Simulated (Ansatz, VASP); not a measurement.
CdTe: VASP beside Ansatz

The input INCAR:

```
PREC = Accurate
ENCUT = 520
EDIFF = 1E-6
ISMEAR = 0
SIGMA = 0.05
LREAL = F
LASPH = T
NELM = 60
ALGO = Normal
ISIF = 2
LWAVE = F
LCHARG = T
GGA = PE
LELF = T
LVHAR = T
NBANDS = 16
```

The input KPOINTS:

```
Automatic mesh
0
Gamma
  8 8 8
```

Contents of POSCAR:

```
CdTe
1.0
    0.0000000000      3.2050000000      3.3732625000
    3.2050000000      0.0000000000      3.3732625000
    3.2050000000      3.2050000000      0.0000000000
Cd Te
1 1
Direct
    0.0000000000      0.0000000000      0.0000000000
    0.7500000000      0.7500000000      0.7500000000
```

Input for Ansatz:

```yaml
crystal:
  lattice:
    - [0.0, 3.205, 3.3732625]
    - [3.205, 0.0, 3.3732625]
    - [3.205, 3.205, 0.0]
  atoms:
    - { symbol: Cd, position: [0.0, 0.0, 0.0] }
    - { symbol: Te, position: [0.75, 0.75, 0.75] }
basis:
  ecutwfc: 420
kpoints:
  mp_grid: { grid: [8, 8, 8] }
hamiltonian:
  xc: pbe
scf:
  occupations: { method: gaussian, width: 0.05 }
output:
  forces: true
  stress: true
  eigenvalues: true
```

Change from the starting cell: strain +0.0525 x Voigt [0, 0, 1, 0, 0, 0], atoms carried along.

Alike in both runs: task single point; functional PBE; k mesh 8 × 8 × 8; occupations gaussian, width 0.05 eV; no spin polarisation.

|  | VASP | Ansatz |
| --- | --- | --- |
| version | VASP 6.6.1 | Ansatz 0.2.0 |
| potentials or method | VASP PAW PBE potentials, release 64 (Cd, Te), cutoff 520 eV | scalar-relativistic, plane waves, PAW |
| valence electrons in the cell | 18 | 36 |

Ansatz gave:

| Quantity | Value |
| --- | --- |
| gap on the k mesh at the Fermi level (eV) | 0.65 |
| least direct gap on the mesh (eV) | 0.65 |
| pressure (GPa) | 1.7 |
| traceless stress, the component that is largest in VASP (GPa) | -0.58 |

Estimate VASP's values.

gap on the k mesh at the Fermi level (eV): 0.65; least direct gap on the mesh (eV): 0.65; pressure (GPa): 1.8; traceless stress, the component that is largest in VASP (GPa): -0.57.

VASP's potentials hold 18 valence electrons a cell and Ansatz's 36, so a difference there can come from the potentials and not from the codes.

Neither program's run includes spin-orbit coupling.
